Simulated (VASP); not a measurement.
# Ti (P6_3/mmc) in VASP: notebook

The runs below take Ti through single point, with LDA.

Everything below comes from runs of VASP 6.6.1. Logs are shortened: lines on timing, memory, paths and dates and some standing lists are left out, and cuts for length are marked.

### Step 1. The cell of the first run

It takes space group P6_3/mmc (No. 194, hexagonal). Conventional cell: a = 2.950 Å, b = 2.950 Å, c = 4.733 Å, α = 90.00°, β = 90.00°, γ = 120.00°. Ti (site symmetry -6m2) has 12 Ti at 2.92 to 2.95 Å within 3.8 Å.

### Step 2. Single point, LDA (strain +0.0100 x Voigt [0, 0, 1, 0, 0, 0])

The input, INCAR:

```
PREC = Accurate ; ENCUT = 520
EDIFF = 1E-6 ; ISMEAR = 0
SIGMA = 0.15 ; LREAL = False
LASPH = True ; NELM = 80
ALGO = Fast ; ISIF = 2
LWAVE = False ; LCHARG = False
NBANDS = 19
```

The input, KPOINTS:

```
regular mesh
0
Gamma
  18 18 10
```

The input, POSCAR:

```
Ti
1.0
    2.9499978604      0.0000000000      0.0000000000
   -1.4749989302      2.5547730882      0.0000000000
    0.0000000000      0.0000000000      4.7328600000
Ti
2
Direct
    0.3333333333      0.6666666667      0.2500000000
    0.6666666667      0.3333333333      0.7500000000
```

Potentials or basis: VASP PAW LDA potentials, release 64 (Ti_sv).

On the command line:

```console
> cat potpaw_LDA.64/Ti_sv/POTCAR > POTCAR
> mpirun -np 1 vasp_std > vasp.out
```

OUTCAR:

```text
PREC = Accurate
   ENCUT = 520
   EDIFF = 1E-6
   ISMEAR = 0
   LREAL = False
   LASPH = True
   NELM = 80
   ISIF = 2

 ion  position               nearest neighbor table
   1  0.333  0.667  0.250-   2 2.92   2 2.92   2 2.92   2 2.92   2 2.92   2 2.92
   2  0.667  0.333  0.750-   1 2.92   1 2.92   1 2.92   1 2.92   1 2.92   1 2.92

  LATTYP: Found a hexagonal cell.
 ALAT       =     2.9499978604
 C/A-ratio  =     1.6043604857

  Lattice vectors:

 A1 = (   2.9499978604,   0.0000000000,   0.0000000000)
 A2 = (  -1.4749989302,   2.5547730882,   0.0000000000)
 A3 = (   0.0000000000,   0.0000000000,   4.7328600000)

Analysis of symmetry for initial positions (statically):
=====================================================================
 Subroutine PRICEL returns:
 Original cell was already a primitive cell.

 Routine SETGRP: Setting up the symmetry group for a
 hexagonal supercell.

 Subroutine GETGRP returns: Found 24 space group operations
 (whereof 12 operations were pure point group operations)
 out of a pool of 24 trial point group operations.

The static configuration has the point symmetry D_3d.
 The point group associated with its full space group is D_6h.

Analysis of symmetry for dynamics (positions and initial velocities):
=====================================================================
 Subroutine PRICEL returns:
 Original cell was already a primitive cell.

 Routine SETGRP: Setting up the symmetry group for a
 hexagonal supercell.

 Subroutine GETGRP returns: Found 24 space group operations
 (whereof 12 operations were pure point group operations)
 out of a pool of 24 trial point group operations.

The dynamic configuration has the point symmetry D_3d.
 The point group associated with its full space group is D_6h.

 Subroutine INISYM returns: Found 24 space group operations
 (whereof 12 operations are pure point group operations),
 and found     1 'primitive' translations

----------------------------------------------------------------------------------------

                                     Primitive cell

  volume of cell :      35.6696

  direct lattice vectors                    reciprocal lattice vectors
     2.949997860  0.000000000  0.000000000     0.338983297  0.195712098  0.000000000
    -1.474998930  2.554773088  0.000000000     0.000000000  0.391424195  0.000000000
     0.000000000  0.000000000  4.732860000     0.000000000  0.000000000  0.211288735

  length of vectors
     2.949997860  2.949997860  4.732860000     0.391424195  0.391424195  0.211288735

  position of ions in fractional coordinates (direct lattice)
     0.333333333  0.666666667  0.250000000
     0.666666667  0.333333333  0.750000000

  ion indices of the primitive-cell ions
   primitive index   ion index
                 1           1
                 2           2

----------------------------------------------------------------------------------------

 KPOINTS: regular mesh

Automatic generation of k-mesh.
 Grid dimensions read from file:
 generate k-points for:   18   18   10

 Generating k-lattice:

  Cartesian coordinates                     Fractional coordinates (reciprocal lattice)
     0.018832405  0.010872894  0.000000000     0.055555556  0.000000000  0.000000000
     0.000000000  0.021745789  0.000000000     0.000000000  0.055555556  0.000000000
     0.000000000  0.000000000  0.021128873     0.000000000  0.000000000  0.100000000

  Length of vectors
     0.021745789  0.021745789  0.021128873

  Shift w.r.t. Gamma in fractional coordinates (k-lattice)
     0.000000000  0.000000000  0.000000000

 Subroutine IBZKPT returns following result:
 ===========================================

 Found    222 irreducible k-points:

 Following reciprocal coordinates:
            Coordinates               Weight
  0.000000  0.000000  0.000000      1.000000
  0.055556 -0.000000  0.000000      6.000000
  0.111111 -0.000000  0.000000      6.000000
  0.166667 -0.000000  0.000000      6.000000
  0.222222 -0.000000  0.000000      6.000000
  0.277778 -0.000000  0.000000      6.000000
[... 16 lines left out ...]
  0.333333  0.111111  0.000000     12.000000
  0.388889  0.111111  0.000000     12.000000
 [... further k-points ...]
   k-points           NKPTS =    222   k-points in BZ     NKDIM =    222   number of bands    NBANDS=     19
   number of dos      NEDOS =    301   number of ions     NIONS =      2
   total plane-waves  NPLWV =  20736
   dimension x,y,z NGX =    24 NGY =   24 NGZ =   36
   dimension x,y,z NGXF=    48 NGYF=   48 NGZF=   72
   ions per type =               2
   NGX,Y,Z   is equivalent  to a cutoff of  13.53, 13.53, 12.65 a.u.
   NGXF,Y,Z  is equivalent  to a cutoff of  27.05, 27.05, 25.29 a.u.
 SYSTEM =  unknown system
   PREC   = accura    normal or accurate (medium, high low for compatibility)
   ISTART =      0    job   : 0-new  1-cont  2-samecut
   ICHARG =      2    charge: 1-file 2-atom 10-const
   ISPIN  =      1    spin polarized calculation?
   LNONCOLLINEAR =      F non collinear calculations
   LSORBIT =      F    spin-orbit coupling
   LASPH  =      T    aspherical Exc in radial PAW
   ENCUT  =  520.0 eV  38.22 Ry    6.18 a.u.   5.49  5.49  8.80*2*pi/ulx,y,z
   NELM   =     80;   NELMIN=  2; NELMDL= -5     # of ELM steps
   EDIFF  = 0.1E-05   stopping-criterion for ELM
   LREAL  =      F    real-space projection
   EDIFFG = 0.1E-04   stopping-criterion for IOM
   NSW    =      0    number of steps for IOM
   IBRION =     -1    ionic relax: 0-MD 1-quasi-New 2-CG
   NFREE  =      0    steps in history (QN), initial steepest desc. (CG)
   ISIF   =      2    stress and relaxation
   ISYM   =      2    0-nonsym 1-usesym 2-fastsym
   POTIM  = 0.5000    time-step for ionic-motion
   TEBEG  =    0.0;   TEEND  =   0.0 temperature during run
   PSTRESS=    0.0 pullay stress
   NELECT =      24.0000    total number of electrons
   NUPDOWN=      -1.0000    fix difference up-down
   EMIN   =  10.00;   EMAX   =-10.00  energy-range for DOS
   EFERMI =   0.00;   METHOD = LEGACY
   ISMEAR =     0;   SIGMA  =   0.15  broadening in eV -4-tet -1-fermi 0-gaus
   EFERMI_NEDOS =   21; number of points for ismear=-14 and -15
   IALGO  =     68    algorithm
   IMIX   =      4    mixing-type and parameters
     AMIX     =   0.40;   BMIX     =  1.00
     AMIX_MAG =   1.60;   BMIX_MAG =  1.00
  volume/ion in A,a.u.               =      17.83       120.36
  Fermi-wavevector in a.u.,A,eV,Ry     =   1.434540  2.710888 27.999500  2.057905
  Thomas-Fermi vector in A             =   2.553937
   LORBIT       =      0    0 simple, 1 ext, 2 COOP (PROOUT), +10 PAW based schemes
   GGA     = CA    functional components
   LHFCALC =     F    Hartree Fock is set to
   AEXX    =    0.0000 exact exchange contribution
   IVDW    =     0    specifies the selected vdW correction
   LEPSILON=     F    determine dielectric tensor
   LRPA    =     F    only Hartree local field effects (RPA)
 non-spin polarized calculation
 RMM-DIIS sequential band-by-band and
 Gauss-broadening in eV      SIGMA  =   0.15
  energy-cutoff  :      520.00
  volume of cell :       35.67
 maximum number of plane-waves:       996
 NGX is ok and might be reduce to    24
   NGX = 11   NGY = 11   NGZ = 17

 number of electron      23.9999997 magnetization

 Free energy of the ion-electron system (eV)
  ---------------------------------------------------
  ext. energy  EPLUGINS =         0.00000000
  ---------------------------------------------------
  free energy    TOTEN  =       -16.98254173 eV

  energy without entropy =      -16.95706441  energy(sigma->0) =      -16.96980307

 E-fermi :   7.8042     XC(G=0): -11.6578

 val. band max:        7.8011316287   @ k =   0.1667  -0.0000   0.0000
 cond. band min:       7.8151923459   @ k =   0.2778   0.2778   0.4000
 fundamental gap:      0.0140607173
 Fermi energy:         7.8042309602

 k-point     1 :       0.0000    0.0000    0.0000
  band No.  band energies     occupation
      1     -48.3865      2.00000
      2     -48.2625      2.00000
      3     -25.3296      2.00000
      4     -24.7186      2.00000
      5     -24.7186      2.00000
      6     -24.6748      2.00000
[... 11 lines left out ...]
     18       9.4061      0.00000
     19      10.8385      0.00000

 k-point     2 :       0.0556   -0.0000    0.0000
  band No.  band energies     occupation
      1     -48.3835      2.00000
      2     -48.2612      2.00000
      3     -25.3232      2.00000
      4     -24.7324      2.00000
      5     -24.7232      2.00000
      6     -24.6773      2.00000
[... 11 lines left out ...]
     18       9.3588      0.00000
     19      10.8634      0.00000

 k-point     3 :       0.1111   -0.0000    0.0000
  band No.  band energies     occupation
      1     -48.3749      2.00000
      2     -48.2575      2.00000
      3     -25.3043      2.00000
      4     -24.7723      2.00000
      5     -24.7360      2.00000
      6     -24.6849      2.00000
[... 11 lines left out ...]
     18       9.2322      0.00000
     19      10.9244      0.00000

 k-point     4 :       0.1667   -0.0000    0.0000
  band No.  band energies     occupation
      1     -48.3615      2.00000
      2     -48.2521      2.00000
      3     -25.2742      2.00000
      4     -24.8336      2.00000
      5     -24.7552      2.00000
      6     -24.7458      2.00000
[... 11 lines left out ...]
     18       9.4788      0.00000
     19      10.9987      0.00000

 k-point     5 :       0.2222   -0.0000    0.0000
  band No.  band energies     occupation
      1     -48.3445      2.00000
      2     -48.2459      2.00000
      3     -25.2350      2.00000
      4     -24.9094      2.00000
      5     -24.8198      2.00000
      6     -24.7780      2.00000
[... 11 lines left out ...]
     18       9.8037      0.00000
     19      11.0680      0.00000

 k-point     6 :       0.2778   -0.0000    0.0000
  band No.  band energies     occupation
      1     -48.3256      2.00000
      2     -48.2400      2.00000
      3     -25.1892      2.00000
      4     -24.9904      2.00000
      5     -24.8967      2.00000
      6     -24.8017      2.00000
[... 11 lines left out ...]
     18      10.1742      0.00000
     19      11.1240      0.00000

 k-point     7 :       0.3333   -0.0000    0.0000
  band No.  band energies     occupation
      1     -48.3068      2.00000
      2     -48.2355      2.00000
      3     -25.1405      2.00000
      4     -25.0668      2.00000
      5     -24.9673      2.00000
      6     -24.8235      2.00000
[... 11 lines left out ...]
     18      10.5547      0.00000
     19      11.1645      0.00000

 k-point     8 :       0.3889    0.0000    0.0000
  band No.  band energies     occupation
      1     -48.2901      2.00000
      2     -48.2332      2.00000
      3     -25.1291      2.00000
      4     -25.0939      2.00000
      5     -25.0238      2.00000
      6     -24.8411      2.00000
[... 256 lines left out ...]
 k-point    20 :       0.1667    0.1111    0.0000
  band No.  band energies     occupation
      1     -48.3377      2.00000
      2     -48.2436      2.00000
      3     -25.2188      2.00000
      4     -24.9145      2.00000
      5     -24.8754      2.00000
      6     -24.7672      2.00000
[... 11 lines left out ...]
     18      10.0772      0.00000
     19      11.0349      0.00000

 k-point    21 :       0.2222    0.1111    0.0000
  band No.  band energies     occupation
      1     -48.3196      2.00000
      2     -48.2384      2.00000
      3     -25.1742      2.00000
      4     -24.9877      2.00000
      5     -24.9320      2.00000
      6     -24.8022      2.00000
[... 11 lines left out ...]
     18      10.5068      0.00000
     19      11.0673      0.00000

 k-point    22 :       0.2778    0.1111    0.0000
  band No.  band energies     occupation
      1     -48.3016      2.00000
      2     -48.2345      2.00000
      3     -25.1266      2.00000
      4     -25.0587      2.00000
      5     -24.9820      2.00000
      6     -24.8357      2.00000
[... 11 lines left out ...]
     18      10.9696      0.00000
     19      11.0917      0.00000

 k-point    23 :       0.3333    0.1111    0.0000
  band No.  band energies     occupation
      1     -48.2854      2.00000
      2     -48.2328      2.00000
      3     -25.1166      2.00000
      4     -25.0804      2.00000
      5     -25.0222      2.00000
      6     -24.8627      2.00000
[... 11 lines left out ...]
     18      11.1075      0.00000
     19      11.4476      0.00000

 k-point    24 :       0.3889    0.1111    0.0000
  band No.  band energies     occupation
      1     -48.2735      2.00000
      2     -48.2329      2.00000
      3     -25.1543      2.00000
      4     -25.0485      2.00000
      5     -25.0432      2.00000
      6     -24.8802      2.00000
[... 11 lines left out ...]
     18      11.1159      0.00000
     19      11.9326      0.00000

 [... further k-points ...]
[... 5 lines left out ...]
  --------------------------------------------------------------------------------------
  -------------------------------------------------------------------------------------
  Total       -2.3485645     -2.3485645     -2.6921716      0.0000000      0.0000000      0.0000000
  in kB     -105.4909944   -105.4909944   -120.9248682      0.0000000      0.0000000      0.0000000
  external PRESSURE =    -110.6356190 kB  Pullay stress =       0.0000000 kB

 VOLUME and BASIS-vectors are now :
 -----------------------------------------------------------------------------
  energy-cutoff  :      520.00
  volume of cell :       35.67
      direct lattice vectors                 reciprocal lattice vectors
     2.949997860  0.000000000  0.000000000     0.338983297  0.195712098  0.000000000
    -1.474998930  2.554773088  0.000000000     0.000000000  0.391424195  0.000000000
     0.000000000  0.000000000  4.732860000     0.000000000  0.000000000  0.211288735

 POSITION                                       TOTAL-FORCE (eV/Angst)
 -----------------------------------------------------------------------------------
     -0.00000      1.70318      1.18321         0.000000     -0.000000      0.000000
      1.47500      0.85159      3.54964        -0.000000      0.000000      0.000000
 -----------------------------------------------------------------------------------
    total drift:                               -0.000000      0.000000     -0.000000

  FREE ENERGIE OF THE ION-ELECTRON SYSTEM (eV)
  ---------------------------------------------------
  free  energy   TOTEN  =       -16.9825417307 eV

  energy  without entropy=      -16.9570644089  energy(sigma->0) =      -16.96980307
```

Run time: 2.2 min. Hardware: 1 thread of Intel Xeon 6975P-C (Granite Rapids), shared host; peak memory 0.23 GiB.

Results:

- Free energy: -16.9825 eV
- Pressure: -11.1 GPa
- Band gap on the k mesh: zero (band 12 reaches 8.56 eV, above the bottom of band 13 at 7.49 eV)

Stress tensor (GPa, compression positive):
```
-10.55   0.00   0.00
  0.00 -10.55   0.00
  0.00   0.00 -12.09
```

Caveat: the cell differs from its parent crystal (strain +0.0100 x Voigt [0, 0, 1, 0, 0, 0]).

[end of part 1 of 2]
